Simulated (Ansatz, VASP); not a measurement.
## One calculation of LiH, two programs

File INCAR:

```
ALGO = Normal
EDIFF = 1E-6
ENCUT = 750
GGA = PE
GGA_COMPAT = F
ISIF = 2
ISMEAR = 0
LASPH = T
LCHARG = F
LREAL = F
LWAVE = F
NBANDS = 9
NELM = 120
PREC = Accurate
SIGMA = 0.05
```

Contents of KPOINTS:

```
k-points
0
Gamma
  10 10 10
```

Contents of POSCAR:

```
LiH
1.0
    0.0000000000      2.0325000000      2.0325000000
    2.0325000000      0.0000000000      2.0325000000
    2.0325000000      2.0325000000      0.0000000000
Li H
1 1
Direct
    0.0000000000      0.0000000000      0.0000000000
    0.5106522190      0.5106522190      0.5106522190
```

Input for Ansatz:

```yaml
crystal:
  lattice:
    - [0.0, 2.0325, 2.0325]
    - [2.0325, 0.0, 2.0325]
    - [2.0325, 2.0325, 0.0]
  atoms:
    - { symbol: Li, position: [0.0, 0.0, 0.0] }
    - { symbol: H, position: [0.510652219, 0.510652219, 0.510652219] }
basis:
  ecutwfc: 420
kpoints:
  mp_grid: { grid: [10, 10, 10] }
hamiltonian:
  xc: pbe
scf:
  occupations: { method: gaussian, width: 0.05 }
output:
  forces: true
  stress: true
  eigenvalues: true
```

Change from the starting cell: all H atoms moved +0.075 Å, as atom 2 along Cartesian [1 1 1].

Alike in both runs: task single point; functional PBE; k mesh 10 × 10 × 10; occupations gaussian, width 0.05 eV; no spin polarisation.

|  | VASP | Ansatz |
| --- | --- | --- |
| version | VASP 6.6.1 | Ansatz 0.2.0 |
| potentials or method | VASP PAW PBE potentials, release 64 (Li_sv, H), cutoff 750 eV | scalar-relativistic, plane waves, PAW |
| valence electrons in the cell | 4 | 4 |

Ansatz gave:

```
gap on the k mesh at the Fermi level (eV) : 3.05
least direct gap on the mesh (eV)         : 3.05
pressure (GPa)                            : -1.4
rms of the force components (eV/Å)        : 0.041
```

Question: Which values does VASP return?

Answer: gap on the k mesh at the Fermi level (eV): 3.04; least direct gap on the mesh (eV): 3.04; pressure (GPa): -1.6; rms of the force components (eV/Å): 0.041.

Atom by atom the forces differ by 0.000 eV/Å (rms over components).
